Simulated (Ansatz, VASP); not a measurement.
**One calculation of LaS, two programs**

```
CELL_PARAMETERS angstrom
0.00000 3.01250 3.01250
3.01250 0.00000 3.01250
3.01250 3.01250 0.00000
ATOMIC_POSITIONS crystal
La 0.00000 0.00000 0.00000
S 0.50000 0.50000 0.50000
```

Alike in both runs: task single point; functional PBEsol; k mesh 7 × 7 × 7; occupations fermi-dirac, width 0.0816 eV; no spin polarisation.

```csv
,VASP,Ansatz
version,VASP 6.6.1,Ansatz 0.2.0
potentials or method,"VASP PAW PBE potentials, release 64 (La, S), cutoff 400 eV","all-electron LAPW, scalar-relativistic"
```

Ansatz gave:

* pressure (GPa): -7.6

Task: What did VASP give for the same quantities?

Result: Pressure (GPa): -7.7.

VASP's potentials were made for PBE, not for PBEsol. Ansatz ran all-electron here, and VASP with PAW potentials.

Neither program's run includes spin-orbit coupling.
